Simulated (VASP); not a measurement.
# Ga2GeO3 (P-3m1) in VASP: single point with PBE

Aim: the single point of Ga2GeO3 with PBE.

All numbers are computed with VASP 6.6.1; they aren't measurements. Logs are shortened: lines on timing, memory, paths and dates and some standing lists are left out, and cuts for length are marked.

## (1) The cell of the first run

Symmetry: P-3m1, No. 164, trigonal system. The conventional cell has a = 4.740 Å, b = 4.740 Å, c = 5.256 Å, α = 90.00°, β = 90.00°, γ = 120.00°. Within 2.9 Å of Ga (site symmetry 3m) lie 3 O at 2.20 Å. Ge (site symmetry -3m) has 6 O at 2.37 Å within 3.1 Å. O (site symmetry 2/m) has 2 Ga at 2.20 Å and 4 O at 2.37 Å and 2 Ge at 2.37 Å within 2.9 Å.

## (2) Single point, PBE

INCAR

```
ALGO = Normal
EDIFF = 1E-7
ENCUT = 520
GGA = PE
ISIF = 2
ISMEAR = 0
LASPH = True
LCHARG = False
LREAL = False
LWAVE = False
NBANDS = 38
NELM = 100
PREC = Accurate
SIGMA = 0.1
```

KPOINTS

```
k-points
0
Gamma
  6 6 4
```

POSCAR

```
Ga2GeO3
1.0
    4.7396984000      0.0000000000      0.0000000000
   -2.3698492000      4.1046992200      0.0000000000
    0.0000000000      0.0000000000      5.2562748300
Ga Ge O
2 1 3
Direct
    0.3333333300      0.6666666700      0.1712020300
    0.6666666700      0.3333333300      0.8287979700
    0.0000000000      0.0000000000      0.5000000000
    0.5000000000      0.0000000000      0.5000000000
    0.0000000000      0.5000000000      0.5000000000
    0.5000000000      0.5000000000      0.5000000000
```

Potentials or basis: VASP PAW PBE potentials, release 64 (Ga_d, Ge_d, O).

The run is started by

```
$ cat potpaw_PBE.64/Ga_d/POTCAR potpaw_PBE.64/Ge_d/POTCAR potpaw_PBE.64/O/POTCAR > POTCAR
$ mpirun -np 1 vasp_std > vasp.out
```

OUTCAR:

```text
EDIFF = 1E-7
   ENCUT = 520
   GGA = PE
   ISIF = 2
   ISMEAR = 0
   LASPH = True
   LREAL = False
   NELM = 100
   PREC = Accurate

 ion  position               nearest neighbor table
   1  0.333  0.667  0.171-   4 2.20   5 2.20   6 2.20
   2  0.667  0.333  0.829-   4 2.20   5 2.20   6 2.20
   3  0.000  0.000  0.500-   5 2.37   6 2.37   5 2.37   6 2.37   4 2.37   4 2.37
   4  0.500  0.000  0.500-   1 2.20   2 2.20   3 2.37   3 2.37
   5  0.000  0.500  0.500-   1 2.20   2 2.20   3 2.37   3 2.37
   6  0.500  0.500  0.500-   1 2.20   2 2.20   3 2.37   3 2.37

  LATTYP: Found a hexagonal cell.
 ALAT       =     4.7396984000
 C/A-ratio  =     1.1089893040

  Lattice vectors:

 A1 = (   4.7396984000,   0.0000000000,   0.0000000000)
 A2 = (  -2.3698492000,   4.1046992200,   0.0000000000)
 A3 = (   0.0000000000,   0.0000000000,   5.2562748300)

Analysis of symmetry for initial positions (statically):
=====================================================================
 Subroutine PRICEL returns:
 Original cell was already a primitive cell.

 Routine SETGRP: Setting up the symmetry group for a
 hexagonal supercell.

 Subroutine GETGRP returns: Found 12 space group operations
 (whereof 12 operations were pure point group operations)
 out of a pool of 24 trial point group operations.

The static configuration has the point symmetry D_3d.

Analysis of symmetry for dynamics (positions and initial velocities):
=====================================================================
 Subroutine PRICEL returns:
 Original cell was already a primitive cell.

 Routine SETGRP: Setting up the symmetry group for a
 hexagonal supercell.

 Subroutine GETGRP returns: Found 12 space group operations
 (whereof 12 operations were pure point group operations)
 out of a pool of 24 trial point group operations.

The dynamic configuration has the point symmetry D_3d.

 Subroutine INISYM returns: Found 12 space group operations
 (whereof 12 operations are pure point group operations),
 and found     1 'primitive' translations

----------------------------------------------------------------------------------------

                                     Primitive cell

  volume of cell :     102.2610

[... 94 lines left out ...]
   NELM   =    100;   NELMIN=  2; NELMDL= -5     # of ELM steps
   EDIFF  = 0.1E-06   stopping-criterion for ELM
   LREAL  =      F    real-space projection
   EDIFFG = 0.1E-05   stopping-criterion for IOM
   NSW    =      0    number of steps for IOM
   IBRION =     -1    ionic relax: 0-MD 1-quasi-New 2-CG
   NFREE  =      0    steps in history (QN), initial steepest desc. (CG)
   ISIF   =      2    stress and relaxation
   ISYM   =      2    0-nonsym 1-usesym 2-fastsym
   POTIM  = 0.5000    time-step for ionic-motion
   TEBEG  =    0.0;   TEEND  =   0.0 temperature during run
   PSTRESS=    0.0 pullay stress
   NELECT =      58.0000    total number of electrons
   NUPDOWN=      -1.0000    fix difference up-down
   EMIN   =  10.00;   EMAX   =-10.00  energy-range for DOS
   EFERMI =   0.00;   METHOD = LEGACY
   ISMEAR =     0;   SIGMA  =   0.10  broadening in eV -4-tet -1-fermi 0-gaus
   EFERMI_NEDOS =   21; number of points for ismear=-14 and -15
   IALGO  =     38    algorithm
   IMIX   =      4    mixing-type and parameters
     AMIX     =   0.40;   BMIX     =  1.00
     AMIX_MAG =   1.60;   BMIX_MAG =  1.00
  volume/ion in A,a.u.               =      17.04       115.02
  Fermi-wavevector in a.u.,A,eV,Ry     =   1.355129  2.560823 24.985411  1.836376
  Thomas-Fermi vector in A             =   2.482243
   LORBIT       =      0    0 simple, 1 ext, 2 COOP (PROOUT), +10 PAW based schemes
   GGA     = PE    functional components
   LHFCALC =     F    Hartree Fock is set to
   AEXX    =    0.0000 exact exchange contribution
   IVDW    =     0    specifies the selected vdW correction
   LEPSILON=     F    determine dielectric tensor
   LRPA    =     F    only Hartree local field effects (RPA)
 non-spin polarized calculation
 Gauss-broadening in eV      SIGMA  =   0.10
  energy-cutoff  :      520.00
  volume of cell :      102.26
 maximum number of plane-waves:      2773
 NGX is ok and might be reduce to    36
   NGX = 17   NGY = 17   NGZ = 19

 number of electron      58.0000013 magnetization

 Free energy of the ion-electron system (eV)
  ---------------------------------------------------
  ext. energy  EPLUGINS =         0.00000000
  ---------------------------------------------------
  free energy    TOTEN  =       -25.03738877 eV

  energy without entropy =      -25.00279693  energy(sigma->0) =      -25.02009285

 E-fermi :   2.5950     XC(G=0):  -9.7175

 val. band max:        2.5923544159   @ k =   0.3333   0.1667   0.2500
 cond. band min:       2.6031771596   @ k =   0.3333   0.1667   0.0000
 fundamental gap:      0.0108227436
 Fermi energy:         2.5949617055

 k-point     1 :       0.0000    0.0000    0.0000
  band No.  band energies     occupation
      1     -22.1478      2.00000
      2     -22.1148      2.00000
      3     -22.1148      2.00000
      4     -22.0368      2.00000
      5     -22.0368      2.00000
      6     -16.2905      2.00000
[... 973 lines left out ...]
     37       9.0624      0.00000
     38      10.6353      0.00000

------------------------ aborting loop because EDIFF is reached ----------------------------------------

  FORCE on cell =-STRESS in cart. coord.  units (eV):
  Direction    XX          YY          ZZ          XY          YZ          ZX
  --------------------------------------------------------------------------------------
  -------------------------------------------------------------------------------------
  Total        0.2384133      0.2384133     -4.3869124      0.0000000     -0.0000000     -0.0000000
  in kB        3.7353473      3.7353473    -68.7320723      0.0000000     -0.0000000     -0.0000000
  external PRESSURE =     -20.4204592 kB  Pullay stress =       0.0000000 kB

 VOLUME and BASIS-vectors are now :
 -----------------------------------------------------------------------------
  energy-cutoff  :      520.00
  volume of cell :      102.26
      direct lattice vectors                 reciprocal lattice vectors
     4.739698400  0.000000000  0.000000000     0.210983889  0.121811605  0.000000000
    -2.369849200  4.104699220  0.000000000     0.000000000  0.243623210  0.000000000
     0.000000000  0.000000000  5.256274830     0.000000000  0.000000000  0.190248804

 POSITION                                       TOTAL-FORCE (eV/Angst)
 -----------------------------------------------------------------------------------
     -0.00000      2.73647      0.89988         0.000000     -0.000000      1.235743
      2.36985      1.36823      4.35639        -0.000000      0.000000     -1.235743
      0.00000      0.00000      2.62814        -0.000000      0.000000      0.000000
      2.36985      0.00000      2.62814        -0.000000      0.000000      0.000000
     -1.18492      2.05235      2.62814        -0.000000      0.000000      0.000000
      1.18492      2.05235      2.62814        -0.000000      0.000000      0.000000
 -----------------------------------------------------------------------------------
    total drift:                                0.000000     -0.000000      0.000000

  FREE ENERGIE OF THE ION-ELECTRON SYSTEM (eV)
  ---------------------------------------------------
  free  energy   TOTEN  =       -25.0373887734 eV

  energy  without entropy=      -25.0027969282  energy(sigma->0) =      -25.02009285
```

It took 3.4 min on 1 thread of AMD EPYC 7R43 (Zen 3), shared host; peak memory 0.23 GiB.

Results:

```
Free energy            : -25.0374 eV
Pressure               : -2.0 GPa
Largest force          : 1.236 eV/Å
Band gap on the k mesh : zero (band 29 reaches 2.97 eV, above the bottom of band 30 at 2.29 eV)
```

Forces in eV/Å, atoms in the order of the input:
```
Ga   0.000  0.000  1.236
Ga   0.000  0.000 -1.236
Ge   0.000  0.000  0.000
O    0.000  0.000  0.000
O    0.000  0.000  0.000
O    0.000  0.000  0.000
```

Caveat: forces of over 1 eV/Å act on the atoms, so gaps and moduli don't describe the material at rest.
